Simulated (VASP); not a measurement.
# Si (I4_1/amd) in VASP: notebook

Runs on Si. Level: PBE. Tasks: single point.

All numbers are computed with VASP 6.6.1; they aren't measurements. Logs are shortened: lines on timing, memory, paths and dates and some standing lists are left out, and cuts for length are marked.

### 1 The cell of the first run

The structure is tetragonal, space group I4_1/amd (No. 141). The conventional cell has a = 4.695 Å, b = 4.695 Å, c = 2.713 Å, α = 90.00°, β = 90.00°, γ = 90.00°. Si (site symmetry -4m2) has 10 Si at 2.44 to 3.11 Å within 3.2 Å.

### 2 Single point, PBE

The input, INCAR:

```
SYSTEM = Si
PREC     = Accurate       ! precision mode
ENCUT    = 520            ! plane-wave cutoff, eV
EDIFF    = 1E-7           ! SCF threshold, eV
ISMEAR   = 1              ! smearing method
SIGMA    = 0.1            ! smearing width, eV
LREAL    = .False.        ! projectors in reciprocal space
LASPH    = .True.         ! aspherical terms in the spheres
NELM     = 100            ! most SCF steps
ALGO     = Normal         ! electronic algorithm
ISIF     = 2              ! what is computed and relaxed
LWAVE    = .False.        ! write WAVECAR
LCHARG   = .True.         ! write CHGCAR
GGA      = PE             ! functional
LELF     = .True.         ! ELF
LVHAR    = .True.       
NBANDS   = 11             ! bands
```

The input, KPOINTS:

```
Automatic mesh
0
Gamma
  15 15 15
  0 0 0
```

The input, POSCAR:

```
Si
1.0
   -2.3476582800      2.3476582800      1.3562544638
    2.3476582800     -2.3476582800      1.3562544638
    2.3476582800      2.3476582800     -1.3562544638
Si
2
Direct
    0.2500000000      0.7500000000      0.5000000000
    0.5000000000      0.5000000000      0.0000000000
```

Potentials or basis: VASP PAW PBE potentials, release 64 (Si).

Started as:

```
cat potpaw_PBE.64/Si/POTCAR > POTCAR
mpirun -np 1 vasp_std > vasp.out
```

OUTCAR:

```text
SYSTEM = Si
   PREC = Accurate
   ENCUT = 520
   EDIFF = 1E-7
   ISMEAR = 1
   LREAL = .False.
   LASPH = .True.
   NELM = 100
   ISIF = 2
   GGA = PE

 ion  position               nearest neighbor table
   1  0.250  0.750  0.500-   2 2.44   2 2.44   2 2.44   2 2.44   2 3.11   2 3.11   2 3.11   2 3.11

   2  0.500  0.500  0.000-   1 2.44   1 2.44   1 2.44   1 2.44   1 3.11   1 3.11   1 3.11   1 3.11

  LATTYP: Found a body centered tetragonal cell.
 ALAT       =     4.6953165600
 C/A-ratio  =     0.5777052288

  Lattice vectors:

 A1 = (  -2.3476582800,   2.3476582800,   1.3562544638)
 A2 = (   2.3476582800,  -2.3476582800,   1.3562544638)
 A3 = (   2.3476582800,   2.3476582800,  -1.3562544638)

Analysis of symmetry for initial positions (statically):
=====================================================================
 Subroutine PRICEL returns:
 Original cell was already a primitive cell.

 Routine SETGRP: Setting up the symmetry group for a
 body centered tetragonal supercell.

 Subroutine GETGRP returns: Found 16 space group operations
 (whereof  8 operations were pure point group operations)
 out of a pool of 16 trial point group operations.

The static configuration has the point symmetry D_2d.
 The point group associated with its full space group is D_4h.

Analysis of symmetry for dynamics (positions and initial velocities):
=====================================================================
 Subroutine PRICEL returns:
 Original cell was already a primitive cell.

 Routine SETGRP: Setting up the symmetry group for a
 body centered tetragonal supercell.

 Subroutine GETGRP returns: Found 16 space group operations
 (whereof  8 operations were pure point group operations)
 out of a pool of 16 trial point group operations.

The dynamic configuration has the point symmetry D_2d.
 The point group associated with its full space group is D_4h.

 Subroutine INISYM returns: Found 16 space group operations
 (whereof  8 operations are pure point group operations),
 and found     1 'primitive' translations

----------------------------------------------------------------------------------------

                                     Primitive cell

  volume of cell :      29.9000

  direct lattice vectors                    reciprocal lattice vectors
    -2.347658280  2.347658280  1.356254464     0.000000000  0.212978185  0.368662381
     2.347658280 -2.347658280  1.356254464     0.212978185  0.000000000  0.368662381
     2.347658280  2.347658280 -1.356254464     0.212978185  0.212978185  0.000000000

  length of vectors
     3.586422308  3.586422308  3.586422308     0.425760095  0.425760095  0.301196638

  position of ions in fractional coordinates (direct lattice)
     0.250000000  0.750000000  0.500000000
     0.500000000  0.500000000  0.000000000

  ion indices of the primitive-cell ions
   primitive index   ion index
                 1           1
                 2           2

----------------------------------------------------------------------------------------

 KPOINTS: Automatic mesh

Automatic generation of k-mesh.
 Grid dimensions read from file:
 generate k-points for:   15   15   15

 Generating k-lattice:

  Cartesian coordinates                     Fractional coordinates (reciprocal lattice)
     0.000000000  0.014198546  0.024577492     0.066666667  0.000000000  0.000000000
     0.014198546  0.000000000  0.024577492     0.000000000  0.066666667  0.000000000
     0.014198546  0.014198546  0.000000000     0.000000000  0.000000000  0.066666667

  Length of vectors
     0.028384006  0.028384006  0.020079776

  Shift w.r.t. Gamma in fractional coordinates (k-lattice)
     0.000000000  0.000000000  0.000000000

 Subroutine IBZKPT returns following result:
 ===========================================

 Found    288 irreducible k-points:

 Following reciprocal coordinates:
            Coordinates               Weight
  0.000000  0.000000  0.000000      1.000000
  0.066667 -0.000000  0.000000      8.000000
  0.133333  0.000000  0.000000      8.000000
  0.200000 -0.000000  0.000000      8.000000
  0.266667  0.000000  0.000000      8.000000
  0.333333 -0.000000  0.000000      8.000000
[... 16 lines left out ...]
  0.133333  0.133333  0.000000      8.000000
  0.200000  0.133333  0.000000     16.000000
 [... further k-points ...]
   k-points           NKPTS =    288   k-points in BZ     NKDIM =    288   number of bands    NBANDS=     11
   number of dos      NEDOS =    301   number of ions     NIONS =      2
   total plane-waves  NPLWV =  21952
   dimension x,y,z NGX =    28 NGY =   28 NGZ =   28
   dimension x,y,z NGXF=    56 NGYF=   56 NGZF=   56
   ions per type =               2
   NGX,Y,Z   is equivalent  to a cutoff of  12.98, 12.98, 12.98 a.u.
   NGXF,Y,Z  is equivalent  to a cutoff of  25.96, 25.96, 25.96 a.u.
 SYSTEM =  Si
   PREC   = accura    normal or accurate (medium, high low for compatibility)
   ISTART =      0    job   : 0-new  1-cont  2-samecut
   ICHARG =      2    charge: 1-file 2-atom 10-const
   ISPIN  =      1    spin polarized calculation?
   LNONCOLLINEAR =      F non collinear calculations
   LSORBIT =      F    spin-orbit coupling
   LASPH  =      T    aspherical Exc in radial PAW
   ENCUT  =  520.0 eV  38.22 Ry    6.18 a.u.   6.67  6.67  6.67*2*pi/ulx,y,z
   NELM   =    100;   NELMIN=  2; NELMDL= -5     # of ELM steps
   EDIFF  = 0.1E-06   stopping-criterion for ELM
   LREAL  =      F    real-space projection
   EDIFFG = 0.1E-05   stopping-criterion for IOM
   NSW    =      0    number of steps for IOM
   IBRION =     -1    ionic relax: 0-MD 1-quasi-New 2-CG
   NFREE  =      0    steps in history (QN), initial steepest desc. (CG)
   ISIF   =      2    stress and relaxation
   ISYM   =      2    0-nonsym 1-usesym 2-fastsym
   POTIM  = 0.5000    time-step for ionic-motion
   TEBEG  =    0.0;   TEEND  =   0.0 temperature during run
   PSTRESS=    0.0 pullay stress
   NELECT =       8.0000    total number of electrons
   NUPDOWN=      -1.0000    fix difference up-down
   EMIN   =  10.00;   EMAX   =-10.00  energy-range for DOS
   EFERMI =   0.00;   METHOD = LEGACY
   ISMEAR =     1;   SIGMA  =   0.10  broadening in eV -4-tet -1-fermi 0-gaus
   EFERMI_NEDOS =   21; number of points for ismear=-14 and -15
   IALGO  =     38    algorithm
   IMIX   =      4    mixing-type and parameters
     AMIX     =   0.40;   BMIX     =  1.00
     AMIX_MAG =   1.60;   BMIX_MAG =  1.00
  volume/ion in A,a.u.               =      14.95       100.89
  Fermi-wavevector in a.u.,A,eV,Ry     =   1.054908  1.993487 15.140978  1.112831
  Thomas-Fermi vector in A             =   2.190086
   LORBIT       =      0    0 simple, 1 ext, 2 COOP (PROOUT), +10 PAW based schemes
   GGA     = PE    functional components
   LHFCALC =     F    Hartree Fock is set to
   AEXX    =    0.0000 exact exchange contribution
   IVDW    =     0    specifies the selected vdW correction
   LEPSILON=     F    determine dielectric tensor
   LRPA    =     F    only Hartree local field effects (RPA)
 non-spin polarized calculation
 Methfessel and Paxton  Order N= 1 SIGMA  =   0.10
  energy-cutoff  :      520.00
  volume of cell :       29.90
 maximum number of plane-waves:       821
   NGX = 13   NGY = 13   NGZ = 13

 number of electron       8.0000001 magnetization

 Free energy of the ion-electron system (eV)
  ---------------------------------------------------
  ext. energy  EPLUGINS =         0.00000000
  ---------------------------------------------------
  free energy    TOTEN  =       -10.24710948 eV

  energy without entropy =      -10.24736267  energy(sigma->0) =      -10.24719387

 E-fermi :   9.3840     XC(G=0): -10.9811

 val. band max:        9.3786822034   @ k =  -0.1333   0.0667   0.0000
 cond. band min:       9.4086438418   @ k =  -0.2000   0.4000   0.0667
 fundamental gap:      0.0299616384
 Fermi energy:         9.3840010373

 k-point     1 :       0.0000    0.0000    0.0000
  band No.  band energies     occupation
      1      -4.5110      2.00000
      2       7.1154      2.00000
      3       7.1154      2.00000
      4       8.1044      2.00000
      5      11.0557     -0.00000
      6      16.6340      0.00000
      7      17.9289      0.00000
      8      18.6638      0.00000
      9      18.6638      0.00000
     10      19.7216      0.00000
     11      20.1374      0.00000

 k-point     2 :       0.0667   -0.0000    0.0000
  band No.  band energies     occupation
      1      -4.3952      2.00000
      2       6.7601      2.00000
      3       7.0413      2.00000
      4       8.6514      2.00000
      5      11.3370     -0.00000
      6      15.8811      0.00000
      7      16.6359      0.00000
      8      18.2297      0.00000
      9      18.2393      0.00000
     10      19.5144      0.00000
     11      20.7600      0.00000

 k-point     3 :       0.1333    0.0000    0.0000
  band No.  band energies     occupation
      1      -4.0483      2.00000
      2       6.3185      2.00000
      3       6.8917      2.00000
      4       9.6341     -0.00230
      5      12.0916      0.00000
      6      14.1210      0.00000
      7      14.7748      0.00000
      8      16.9853      0.00000
      9      17.2454      0.00000
     10      18.4179      0.00000
     11      20.9715      0.00000

 k-point     4 :       0.2000   -0.0000    0.0000
  band No.  band energies     occupation
      1      -3.4722      2.00000
      2       6.0401      2.00000
      3       6.7847      2.00000
      4      10.4095     -0.00000
      5      12.2931      0.00000
      6      13.0769      0.00000
      7      13.1317      0.00000
      8      15.5642      0.00000
      9      16.2639      0.00000
     10      17.4602      0.00000
     11      21.2258      0.00000
[... 239 lines left out ...]
 k-point    22 :      -0.0667    0.0667    0.0000
  band No.  band energies     occupation
      1      -4.4529      2.00000
      2       6.2081      2.00000
      3       7.1669      2.00000
      4       8.7471      2.00000
      5      11.4628      0.00000
      6      16.1586      0.00000
      7      17.8543      0.00000
      8      18.3942      0.00000
      9      18.8110      0.00000
     10      19.5827      0.00000
     11      20.2282      0.00000

 k-point    23 :       0.1333    0.1333    0.0000
  band No.  band energies     occupation
      1      -2.8994      2.00000
      2       6.1039      2.00000
      3       8.1614      2.00000
      4       9.8286     -0.00000
      5      10.9074     -0.00000
      6      11.3059     -0.00000
      7      13.5613      0.00000
      8      14.3959      0.00000
      9      15.0404      0.00000
     10      17.9043      0.00000
     11      20.2455      0.00000

 k-point    24 :       0.2000    0.1333    0.0000
  band No.  band energies     occupation
      1      -1.9883      2.00000
      2       6.0961      2.00000
      3       7.7875      2.00000
      4       8.4527      2.00000
      5       9.8176     -0.00000
      6      11.9886      0.00000
      7      12.8428      0.00000
      8      13.7201      0.00000
      9      15.9479      0.00000
     10      17.6861      0.00000
     11      20.5641      0.00000

 [... further k-points ...]
[... 5 lines left out ...]
  --------------------------------------------------------------------------------------
  -------------------------------------------------------------------------------------
  Total        1.0482852      1.0482852      0.0072904      0.0000000     -0.0000000      0.0000000
  in kB       56.1719006     56.1719006      0.3906543      0.0000000     -0.0000000      0.0000000
  external PRESSURE =      37.5781518 kB  Pullay stress =       0.0000000 kB

 VOLUME and BASIS-vectors are now :
 -----------------------------------------------------------------------------
  energy-cutoff  :      520.00
  volume of cell :       29.90
      direct lattice vectors                 reciprocal lattice vectors
    -2.347658280  2.347658280  1.356254464     0.000000000  0.212978185  0.368662381
     2.347658280 -2.347658280  1.356254464     0.212978185  0.000000000  0.368662381
     2.347658280  2.347658280 -1.356254464     0.212978185  0.212978185  0.000000000

 POSITION                                       TOTAL-FORCE (eV/Angst)
 -----------------------------------------------------------------------------------
      2.34766      0.00000      0.67813        -0.000000     -0.000000     -0.000000
      0.00000      0.00000      1.35625         0.000000      0.000000      0.000000
 -----------------------------------------------------------------------------------
    total drift:                                0.000000      0.000000      0.000000

  FREE ENERGIE OF THE ION-ELECTRON SYSTEM (eV)
  ---------------------------------------------------
  free  energy   TOTEN  =       -10.2471094785 eV

  energy  without entropy=      -10.2473626673  energy(sigma->0) =      -10.24719387
```

It took 30 s on 1 thread of Intel Xeon 6975P-C (Granite Rapids), shared host; peak memory 0.2 GiB.

What came out:

| Property | Result |
| --- | --- |
| Free energy | -10.2471 eV |
| Pressure | 3.8 GPa |
| Band gap on the k mesh | zero (band 4 reaches 12.03 eV, above the bottom of band 5 at 4.79 eV) |

Levels at points of the mesh, in eV from the Fermi level:
```tsv
k point	band 1	band 2	band 3	band 4	band 5	band 6	band 7	band 8	band 9
(0.00, 0.00, 0.00)	-13.90	-2.27	-2.27	-1.28	1.67	7.25	8.54	9.28	9.28
```

### 3 Single point, PBE

The input, INCAR:

```
  PREC = Accurate
  ENCUT = 520
  EDIFF = 1E-7
  ISMEAR = 1
  SIGMA = 0.1
  LREAL = False
  LASPH = True
  NELM = 100
  ALGO = Normal
  ISIF = 2
  LWAVE = False
  LCHARG = True
  GGA = PE
  LELF = True
  LVHAR = True
  NBANDS = 11
```

The input, KPOINTS:

```
regular mesh
0
Gamma
  15 15 15
```

The input, POSCAR:

```
Si
1.0
   -2.3595151400      2.3595151400      1.3426580137
    2.3595151400     -2.3595151400      1.3426580137
    2.3595151400      2.3595151400     -1.3426580137
Si
2
Direct
    0.2500000000      0.7500000000      0.5000000000
    0.5000000000      0.5000000000      0.0000000000
```

Potentials or basis: VASP PAW PBE potentials, release 64 (Si).

Started as:

```
cat potpaw_PBE.64/Si/POTCAR > POTCAR
mpirun -np 1 vasp_std > vasp.out
```

Run time: 31 s. Hardware: 1 thread of Intel Xeon 6975P-C (Granite Rapids), shared host; peak memory 0.2 GiB.

The run converged. Its results:

```yaml
Free_energy: -10.2557 eV
Pressure: 3.4 GPa
Band_gap_on_the_k_mesh: zero (band 4 reaches 11.89 eV, above the bottom of band 5 at 4.82 eV)
```

Stress tensor (GPa, compression positive):
```
4.39 0.00 0.00
0.00 4.39 0.00
0.00 0.00 1.38
```

Levels at points of the mesh, in eV from the Fermi level:
```csv
k point,band 1,band 2,band 3,band 4,band 5,band 6,band 7,band 8
"(0.00, 0.00, 0.00)",-13.92,-2.38,-2.38,-1.53,1.59,7.38,8.82,9.21
```
